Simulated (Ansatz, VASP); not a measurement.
# Two plane-wave programs on Mn

INCAR

```
SYSTEM = Mn
  PREC = Accurate
  ENCUT = 500
  EDIFF = 1E-6
  ISMEAR = -1
  SIGMA = 0.1
  LREAL = .False.
  LASPH = .True.
  NELM = 200
  ALGO = Normal
  ISIF = 2
  LWAVE = .False.
  LCHARG = .True.
  ISPIN = 2
  MAGMOM = 0.429
  LORBIT = 11
  LMAXMIX = 4
  GGA = PE
  LELF = .True.
  LVHAR = .True.
  NBANDS = 16
  GGA_COMPAT = .False.
```

KPOINTS

```
Automatic mesh
0
Gamma
  7 7 7
  0 0 0
```

File POSCAR:

```
Mn
1.0
    2.2874223993      0.0000000000      0.0000000000
    0.0000000000      2.2874223993      0.0000000000
    0.0000000000      0.0000000000      2.2874223993
Mn
1
Direct
    0.0000000000      0.0000000000      0.0000000000
```

Input for Ansatz:

```yaml
crystal:
  lattice:
    - [2.2874223993, 0.0, 0.0]
    - [0.0, 2.2874223993, 0.0]
    - [0.0, 0.0, 2.2874223993]
  atoms:
    - { symbol: Mn, position: [0.0, 0.0, 0.0], spin: 0.429 }
hamiltonian:
  xc: pbe
  pseudopotentials:
    kind: paw
    azcp:
      Mn: "pseudopotentials/Mn.paw.azcp"
basis:
  ecutwfc: 420
  fft_grid_basis: typed
kpoints:
  mp_grid: { grid: [7, 7, 7], shift: [0, 0, 0] }
magnetization:
  spin_polarized: true
scf:
  occupations: { method: fermi_dirac, width: 0.1 }
output:
  write_density: true
  write_potential: true
  elf: true
  volumetric_format: npy
```

Alike in both runs: task single point; functional PBE; k mesh 7 × 7 × 7; occupations fermi-dirac, width 0.1 eV; collinear spin.

|  | VASP | Ansatz |
| --- | --- | --- |
| version | VASP 6.6.1 | Ansatz 0.2.0 |
| potentials or method | VASP PAW PBE potentials, release 64 (Mn_pv), cutoff 500 eV | plane waves (420 eV) with PAW, scalar-relativistic |
| valence electrons in the cell | 13 | 15 |

```tsv
	VASP	Ansatz	Ansatz less VASP
net moment per atom (μB)	0.20	0.16	-0.042
size of the moment on the site where the two differ most (μB)	0.20	0.16	-0.044
```

Site moments also hang on the region over which each program counts them. With one functional, cell and mesh, what is left measures potentials, basis and numerics. VASP's potentials hold 13 valence electrons a cell and Ansatz's 15, so a difference there can come from the potentials and not from the codes.

The k mesh is coarse, so the values compare programs but aren't converged.
